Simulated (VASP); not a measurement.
A run of VASP 6.6.1 is set up as follows.

INCAR

```
SYSTEM = W
PREC     = Accurate       ! precision mode
ENCUT    = 400            ! plane-wave cutoff, eV
EDIFF    = 1E-6           ! SCF threshold, eV
ISMEAR   = 1              ! smearing method
SIGMA    = 0.1            ! smearing width, eV
LREAL    = .False.        ! projectors in reciprocal space
LASPH    = .True.         ! aspherical terms in the spheres
NELM     = 120            ! most SCF steps
ALGO     = Normal         ! electronic algorithm
ISIF     = 2              ! what is computed and relaxed
LWAVE    = .False.        ! write WAVECAR
LCHARG   = .True.         ! write CHGCAR
LDIPOL   = .True.       
IDIPOL   = 3            
DIPOL    = 0.5 0.5 0.384
GGA      = PS             ! functional
LELF     = .True.         ! ELF
LVHAR    = .True.       
LVACPOTAV= .True.       
NBANDS   = 51             ! bands
GGA_COMPAT= .False.      
NELMDL   = -8
```

Contents of KPOINTS:

```
regular mesh
0
Gamma
  10 8 1
  0 0 0
```

File POSCAR:

```
W
1.0
    3.2320792822      0.0000000000      0.0000000000
    0.0000000000      4.5053226358      0.0000000000
    0.0000000000      0.0000000000     23.7612036651
W
6
Direct
    0.0000000000      0.0000000000      0.2945978705
    0.5000000000      0.5000000000      0.2945978705
    0.5000000000      0.9995033324      0.3832828422
    1.0000000000      0.5004966676      0.3832828422
    0.0000000000      1.0053426089      0.4748324205
    0.5000000000      0.4946573911      0.4748324205
```

Potentials or basis: VASP PAW PBE potentials, release 64 (W_sv).

Run with:

```sh
$ cat potpaw_PBE.64/W_sv/POTCAR > POTCAR
$ mpirun -np 1 vasp_std > vasp.out
```

Predict the band gap on the k mesh.

zero (bands 42 and 43 overlap by 1.81 eV).

Predict the largest force.

0.554 eV/Å.

Forces on the atoms (eV/Å):
```
W    0.000 -0.038 -0.105
W    0.000  0.038 -0.105
W    0.000  0.044  0.552
W    0.000 -0.044  0.552
W    0.000 -0.269 -0.447
W    0.000  0.269 -0.447
```

Caveat: the PAW data sets were made with another functional, which shifts forces and pressure a little; spin-orbit coupling is left out, which moves the levels of the heavy elements.
